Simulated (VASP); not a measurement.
Write the native input for VASP 6.6.1 that does the following.

| Quantity | Value |
| --- | --- |
| Task | single point |
| Functional | PBE |
| Potentials or basis | VASP PAW PBE potentials, release 64 (Ir_sv_GW, F) |
| Cutoff | 520 eV |
| k mesh | 10 × 7 × 1 |
| Occupations | gaussian, width 0.1 eV |
| Spin | no spin polarisation |
| Dipole correction | yes |
| Further INCAR settings | ALGO = Normal; EDIFF = 1e-06; NBANDS = 46; NELMDL = -8 |

The structure of Ir4F lies in POSCAR:

```
Ir4F
1.0
    2.7367600872      0.0000000000      0.0000000000
    0.0000000000      3.8703632323      0.0000000000
    0.0000000000      0.0000000000     19.4599433740
Ir F
4 1
Direct
    0.5000000000      0.5000000000      0.2055504440
    0.0000000000      0.0000000000      0.2758682253
    0.5000000000      0.5000000000      0.3454282602
    0.0000000000      0.0000000000      0.4090424736
    0.1666666667      0.0000000000      0.5042023085
```

These files were run (other wordings do the same):

INCAR

```
  ALGO = Normal
  DIPOL = 0.5 0.5 0.348
  EDIFF = 1E-6
  ENCUT = 520
  GGA = PE
  GGA_COMPAT = F
  IDIPOL = 3
  ISIF = 2
  ISMEAR = 0
  LASPH = T
  LCHARG = F
  LDIPOL = T
  LREAL = F
  LWAVE = F
  NBANDS = 46
  NELM = 120
  NELMDL = -8
  PREC = Accurate
  SIGMA = 0.1
```

KPOINTS

```
k-points
0
Gamma
  10 7 1
```

Potentials or basis: VASP PAW PBE potentials, release 64 (Ir_sv_GW, F).

The run is started by

```sh
$ cat potpaw_PBE.64/Ir_sv_GW/POTCAR potpaw_PBE.64/F/POTCAR > POTCAR
$ mpirun -np 1 vasp_std > vasp.out
```

Results of the run:

```
Largest force          : 1.483 eV/Å
Band gap on the k mesh : zero (an odd number of electrons rules out a gap without spin polarisation)
```

Caveat: spin-orbit coupling is left out, which moves the levels of the heavy elements.

Wall time 14 min on 1 thread of AMD EPYC 7R43 64-Core Processor (Zen 3), on a shared host, peak memory 0.35 GiB.
